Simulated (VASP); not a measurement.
# Rb2As (P6/mmm) in VASP: relaxation of cell and atoms with PBE

Aim: the relaxation of cell and atoms of Rb2As with PBE.

All numbers are computed with VASP 6.6.1; they aren't measurements. Logs are shortened: lines on timing, memory, paths and dates and some standing lists are left out, and cuts for length are marked.

## 1. The cell of the first run

The structure is hexagonal, space group P6/mmm (No. 191). The conventional cell has a = 5.821 Å, b = 5.821 Å, c = 3.514 Å, α = 90.00°, β = 90.00°, γ = 120.00°. Within 4.4 Å of Rb (site symmetry -6m2) lie 5 Rb at 3.36 to 3.51 Å and 6 As at 3.79 Å. As (site symmetry 6/mmm) has 2 As at 3.51 Å and 12 Rb at 3.79 Å within 4.6 Å.

## 2. Relaxation of cell and atoms, PBE

Input file INCAR:

```
PREC = Accurate
ENCUT = 600
EDIFF = 1E-6
ISMEAR = 0
SIGMA = 0.1
LREAL = False
LASPH = True
NELM = 60
ALGO = Fast
ISIF = 3
LWAVE = False
LCHARG = False
GGA = PE
IBRION = 2
NSW = 100
EDIFFG = -0.01
```

Input file KPOINTS:

```
regular mesh
0
Gamma
  12 12 14
```

Input file POSCAR:

```
Rb2As
1.0
    5.8206375286      0.0000000000      0.0000000000
   -2.9103187643      5.0408199660      0.0000000000
    0.0000000000      0.0000000000      3.5142899669
Rb As
2 1
Direct
    0.3333333333      0.6666666667      0.5000000000
    0.6666666667      0.3333333333      0.5000000000
    0.0000000000      0.0000000000      0.0000000000
```

Potentials or basis: VASP PAW PBE potentials, release 64 (Rb_sv, As).

The run is started by

```sh
cat potpaw_PBE.64/Rb_sv/POTCAR potpaw_PBE.64/As/POTCAR > POTCAR
mpirun -np 1 vasp_std > vasp.out
```

OUTCAR:

```text
PREC = Accurate
   ENCUT = 600
   EDIFF = 1E-6
   ISMEAR = 0
   LREAL = False
   LASPH = True
   NELM = 60
   ISIF = 3
   GGA = PE
   IBRION = 2
   NSW = 100
   EDIFFG = -0.01

 ion  position               nearest neighbor table
   1  0.333  0.667  0.500-   2 3.36   2 3.36   2 3.36   3 3.79   3 3.79   3 3.79   3 3.79   3 3.79
                             3 3.79   2 4.86   2 4.86   2 4.86   2 4.86   2 4.86   2 4.86
   2  0.667  0.333  0.500-   1 3.36   1 3.36   1 3.36   3 3.79   3 3.79   3 3.79   3 3.79   3 3.79
                             3 3.79   1 4.86   1 4.86   1 4.86   1 4.86   1 4.86   1 4.86
   3  0.000  0.000  0.000-   1 3.79   2 3.79   1 3.79   2 3.79   2 3.79   2 3.79   1 3.79   1 3.79
                             2 3.79   2 3.79   1 3.79   1 3.79

  LATTYP: Found a hexagonal cell.
 ALAT       =     5.8206375286
 C/A-ratio  =     0.6037637543

  Lattice vectors:

 A1 = (   5.8206375286,   0.0000000000,   0.0000000000)
 A2 = (  -2.9103187643,   5.0408199660,   0.0000000000)
 A3 = (   0.0000000000,   0.0000000000,   3.5142899669)

Analysis of symmetry for initial positions (statically):
=====================================================================
 Subroutine PRICEL returns:
 Original cell was already a primitive cell.

 Routine SETGRP: Setting up the symmetry group for a
 hexagonal supercell.

 Subroutine GETGRP returns: Found 24 space group operations
 (whereof 24 operations were pure point group operations)
 out of a pool of 24 trial point group operations.

The static configuration has the point symmetry D_6h.

Analysis of symmetry for dynamics (positions and initial velocities):
=====================================================================
 Subroutine PRICEL returns:
 Original cell was already a primitive cell.

 Routine SETGRP: Setting up the symmetry group for a
 hexagonal supercell.

 Subroutine GETGRP returns: Found 24 space group operations
 (whereof 24 operations were pure point group operations)
 out of a pool of 24 trial point group operations.

The dynamic configuration has the point symmetry D_6h.

 Subroutine INISYM returns: Found 24 space group operations
 (whereof 24 operations are pure point group operations),
 and found     1 'primitive' translations

----------------------------------------------------------------------------------------

                                     Primitive cell

  volume of cell :     103.1120

  direct lattice vectors                    reciprocal lattice vectors
     5.820637529  0.000000000  0.000000000     0.171802486  0.099190212  0.000000000
    -2.910318764  5.040819966  0.000000000     0.000000000  0.198380424  0.000000000
     0.000000000  0.000000000  3.514289967     0.000000000  0.000000000  0.284552501

  length of vectors
     5.820637529  5.820637529  3.514289967     0.198380424  0.198380424  0.284552501

  position of ions in fractional coordinates (direct lattice)
     0.333333333  0.666666667  0.500000000
     0.666666667  0.333333333  0.500000000
     0.000000000  0.000000000  0.000000000

  ion indices of the primitive-cell ions
   primitive index   ion index
                 1           1
                 2           2
                 3           3

----------------------------------------------------------------------------------------

 KPOINTS: regular mesh

Automatic generation of k-mesh.
 Grid dimensions read from file:
 generate k-points for:   12   12   14

 Generating k-lattice:

  Cartesian coordinates                     Fractional coordinates (reciprocal lattice)
     0.014316874  0.008265851  0.000000000     0.083333333  0.000000000  0.000000000
     0.000000000  0.016531702  0.000000000     0.000000000  0.083333333  0.000000000
     0.000000000  0.000000000  0.020325179     0.000000000  0.000000000  0.071428571

  Length of vectors
     0.016531702  0.016531702  0.020325179

  Shift w.r.t. Gamma in fractional coordinates (k-lattice)
     0.000000000  0.000000000  0.000000000

 Subroutine IBZKPT returns following result:
 ===========================================

 Found    152 irreducible k-points:

 Following reciprocal coordinates:
            Coordinates               Weight
  0.000000  0.000000  0.000000      1.000000
  0.083333 -0.000000  0.000000      6.000000
  0.166667 -0.000000  0.000000      6.000000
  0.250000 -0.000000  0.000000      6.000000
  0.333333 -0.000000  0.000000      6.000000
  0.416667 -0.000000  0.000000      6.000000
[... 16 lines left out ...]
  0.250000 -0.000000  0.071429     12.000000
  0.333333 -0.000000  0.071429     12.000000
 [... further k-points ...]
   k-points           NKPTS =    152   k-points in BZ     NKDIM =    152   number of bands    NBANDS=     15
   number of dos      NEDOS =    301   number of ions     NIONS =      3
   total plane-waves  NPLWV =  64512
   dimension x,y,z NGX =    48 NGY =   48 NGZ =   28
   dimension x,y,z NGXF=    96 NGYF=   96 NGZF=   56
   ions per type =               2   1
   NGX,Y,Z   is equivalent  to a cutoff of  13.71, 13.71, 13.25 a.u.
   NGXF,Y,Z  is equivalent  to a cutoff of  27.42, 27.42, 26.49 a.u.
 SYSTEM =  unknown system
   PREC   = accura    normal or accurate (medium, high low for compatibility)
   ISTART =      0    job   : 0-new  1-cont  2-samecut
   ICHARG =      2    charge: 1-file 2-atom 10-const
   ISPIN  =      1    spin polarized calculation?
   LNONCOLLINEAR =      F non collinear calculations
   LSORBIT =      F    spin-orbit coupling
   LASPH  =      T    aspherical Exc in radial PAW
   ENCUT  =  600.0 eV  44.10 Ry    6.64 a.u.  11.63 11.63  7.02*2*pi/ulx,y,z
   NELM   =     60;   NELMIN=  2; NELMDL= -5     # of ELM steps
   EDIFF  = 0.1E-05   stopping-criterion for ELM
   LREAL  =      F    real-space projection
   EDIFFG = -.1E-01   stopping-criterion for IOM
   NSW    =    100    number of steps for IOM
   IBRION =      2    ionic relax: 0-MD 1-quasi-New 2-CG
   NFREE  =      1    steps in history (QN), initial steepest desc. (CG)
   ISIF   =      3    stress and relaxation
   ISYM   =      2    0-nonsym 1-usesym 2-fastsym
   POTIM  = 0.5000    time-step for ionic-motion
   TEBEG  =    0.0;   TEEND  =   0.0 temperature during run
   PSTRESS=    0.0 pullay stress
   NELECT =      23.0000    total number of electrons
   NUPDOWN=      -1.0000    fix difference up-down
   EMIN   =  10.00;   EMAX   =-10.00  energy-range for DOS
   EFERMI =   0.00;   METHOD = LEGACY
   ISMEAR =     0;   SIGMA  =   0.10  broadening in eV -4-tet -1-fermi 0-gaus
   EFERMI_NEDOS =   21; number of points for ismear=-14 and -15
   IALGO  =     68    algorithm
   IMIX   =      4    mixing-type and parameters
     AMIX     =   0.40;   BMIX     =  1.00
     AMIX_MAG =   1.60;   BMIX_MAG =  1.00
  volume/ion in A,a.u.               =      34.37       231.94
  Fermi-wavevector in a.u.,A,eV,Ry     =   0.992844  1.876203 13.411795  0.985739
  Thomas-Fermi vector in A             =   2.124684
   LORBIT       =      0    0 simple, 1 ext, 2 COOP (PROOUT), +10 PAW based schemes
   GGA     = PE    functional components
   LHFCALC =     F    Hartree Fock is set to
   AEXX    =    0.0000 exact exchange contribution
   IVDW    =     0    specifies the selected vdW correction
   LEPSILON=     F    determine dielectric tensor
   LRPA    =     F    only Hartree local field effects (RPA)
 conjugate gradient relaxation of ions
 non-spin polarized calculation
 RMM-DIIS sequential band-by-band and
 Gauss-broadening in eV      SIGMA  =   0.10
  energy-cutoff  :      600.00
  volume of cell :      103.11
 maximum number of plane-waves:      3470
 NGX is ok and might be reduce to    48
   NGX = 23   NGY = 23   NGZ = 15

--------------------------------------- Ionic step        1  -------------------------------------------

 number of electron      22.9999999 magnetization

 Free energy of the ion-electron system (eV)
  ---------------------------------------------------
  ext. energy  EPLUGINS =         0.00000000
  ---------------------------------------------------
  free energy    TOTEN  =        -6.91259989 eV

  energy without entropy =       -6.91150092  energy(sigma->0) =       -6.91205041

------------------------ aborting loop because EDIFF is reached ----------------------------------------

  FORCE on cell =-STRESS in cart. coord.  units (eV):
  Direction    XX          YY          ZZ          XY          YZ          ZX
  --------------------------------------------------------------------------------------
  -------------------------------------------------------------------------------------
  Total       -0.1088516     -0.1088516      0.2341704      0.0000000     -0.0000000      0.0000000
  in kB       -1.6913597     -1.6913597      3.6385917      0.0000000     -0.0000000      0.0000000
  external PRESSURE =       0.0852908 kB  Pullay stress =       0.0000000 kB

 VOLUME and BASIS-vectors are now :
 -----------------------------------------------------------------------------
  energy-cutoff  :      600.00
  volume of cell :      103.11
      direct lattice vectors                 reciprocal lattice vectors
     5.820637529  0.000000000  0.000000000     0.171802486  0.099190212  0.000000000
    -2.910318764  5.040819966  0.000000000     0.000000000  0.198380424  0.000000000
     0.000000000  0.000000000  3.514289967     0.000000000  0.000000000  0.284552501
[... 75 lines left out ...]
 POSITION                                       TOTAL-FORCE (eV/Angst)
 -----------------------------------------------------------------------------------
     -0.00000      3.34756      1.77175        -0.000000     -0.000000      0.000000
      2.89908      1.67378      1.77175         0.000000      0.000000     -0.000000
     -2.89908      5.02135      0.00000         0.000000     -0.000000      0.000000
 -----------------------------------------------------------------------------------
    total drift:                               -0.000000      0.000000     -0.000000

  FREE ENERGIE OF THE ION-ELECTRON SYSTEM (eV)
  ---------------------------------------------------
  free  energy   TOTEN  =        -6.9139991253 eV

  energy  without entropy=       -6.9124763224  energy(sigma->0) =       -6.91323772

--------------------------------------- Ionic step        4  -------------------------------------------

 number of electron      22.9999999 magnetization

 Free energy of the ion-electron system (eV)
  ---------------------------------------------------
  ext. energy  EPLUGINS =         0.00000000
  ---------------------------------------------------
  free energy    TOTEN  =        -6.91410136 eV

  energy without entropy =       -6.91251549  energy(sigma->0) =       -6.91330843

 E-fermi :   1.7625     XC(G=0):  -8.2689

 val. band max:        1.7507018034   @ k =   0.0000   0.0000   0.2143
 cond. band min:       1.8035057497   @ k =   0.0833  -0.0000   0.2143
 fundamental gap:      0.0528039463
 Fermi energy:         1.7625144743

 k-point     1 :       0.0000    0.0000    0.0000
  band No.  band energies     occupation
      1     -26.3125      2.00000
      2     -26.0502      2.00000
      3     -10.8212      2.00000
      4     -10.8212      2.00000
      5      -9.9213      2.00000
      6      -9.8621      2.00000
      7      -9.8621      2.00000
      8      -9.6701      2.00000
      9      -7.5315      2.00000
     10       0.9131      2.00000
     11       0.9131      2.00000
     12       2.6244      0.00000
     13       4.2204      0.00000
     14       5.4662      0.00000
     15       5.7578      0.00000
[... 397 lines left out ...]
 k-point    24 :       0.3333   -0.0000    0.0714
  band No.  band energies     occupation
      1     -26.2534      2.00000
      2     -26.1024      2.00000
      3     -10.8991      2.00000
      4     -10.7185      2.00000
      5     -10.0363      2.00000
      6      -9.9251      2.00000
      7      -9.7763      2.00000
      8      -9.7490      2.00000
      9      -7.3156      2.00000
     10       0.2379      2.00000
     11       1.0418      2.00000
     12       3.7062      0.00000
     13       4.0730      0.00000
     14       4.6894      0.00000
     15       6.0461      0.00000

 [... further k-points ...]

------------------------ aborting loop because EDIFF is reached ----------------------------------------

  FORCE on cell =-STRESS in cart. coord.  units (eV):
  Direction    XX          YY          ZZ          XY          YZ          ZX
  --------------------------------------------------------------------------------------
  -------------------------------------------------------------------------------------
  Total        0.0201122      0.0201122      0.0217354      0.0000000     -0.0000000      0.0000000
  in kB        0.3113965      0.3113965      0.3365288      0.0000000     -0.0000000      0.0000000
  external PRESSURE =       0.3197739 kB  Pullay stress =       0.0000000 kB

 VOLUME and BASIS-vectors are now :
 -----------------------------------------------------------------------------
  energy-cutoff  :      600.00
  volume of cell :      103.48
      direct lattice vectors                 reciprocal lattice vectors
     5.802874887 -0.000000000  0.000000000     0.172328375  0.099493834 -0.000000000
    -2.901437444  5.025437067 -0.000000000     0.000000000  0.198987667 -0.000000000
     0.000000000  0.000000000  3.548448747    -0.000000000  0.000000000  0.281813286

 POSITION                                       TOTAL-FORCE (eV/Angst)
 -----------------------------------------------------------------------------------
     -0.00000      3.35029      1.77422        -0.000000     -0.000000      0.000000
      2.90144      1.67515      1.77422         0.000000      0.000000      0.000000
      0.00000     -0.00000      0.00000        -0.000000      0.000000      0.000000
 -----------------------------------------------------------------------------------
    total drift:                               -0.000000      0.000000     -0.000000

  FREE ENERGIE OF THE ION-ELECTRON SYSTEM (eV)
  ---------------------------------------------------
  free  energy   TOTEN  =        -6.9141013635 eV

  energy  without entropy=       -6.9125154939  energy(sigma->0) =       -6.91330843

 reached required accuracy - stopping structural energy minimisation
```

Wall time 4.6 min (1 thread of Intel Xeon 6975P-C (Granite Rapids), shared host); peak memory 0.47 GiB.

What came out:

- Free energy: -6.9141 eV
- Relaxed volume: 34.49 Å³/atom
- Relaxed cell: a = 5.803 Å, b = 5.803 Å, c = 3.548 Å, α = 90.00°, β = 90.00°, γ = 120.00°
- Space group after relaxing (to 0.1 Å): P6/mmm (No. 191)
- Energy gained by relaxing: 0.5 meV/atom
- Ionic steps: 4
- Pressure after relaxing: 0.0 GPa
- Band gap on the k mesh: zero (an odd number of electrons rules out a gap without spin polarisation)

The path:
| step | energy change (eV) | largest force (eV/Å) | pressure (GPa) | volume (Å³) |
| --- | --- | --- | --- | --- |
| 1 | 0.0000 | 0.0000 | 0.01 | 103.11 |
| 2 | -0.0010 | 0.0000 | 0.04 | 103.14 |
| 3 | -0.0014 | 0.0000 | 0.08 | 103.17 |
| 4 | -0.0015 | 0.0000 | 0.03 | 103.48 |

Final structure:
```
CELL_PARAMETERS angstrom
5.80287 0.00000 0.00000
-2.90144 5.02544 0.00000
0.00000 0.00000 3.54845
ATOMIC_POSITIONS crystal
Rb 0.33333 0.66667 0.50000
Rb 0.66667 0.33333 0.50000
As 0.00000 0.00000 0.00000
```

The gap in the log of VASP goes by the Fermi energy; the results here count the filled bands.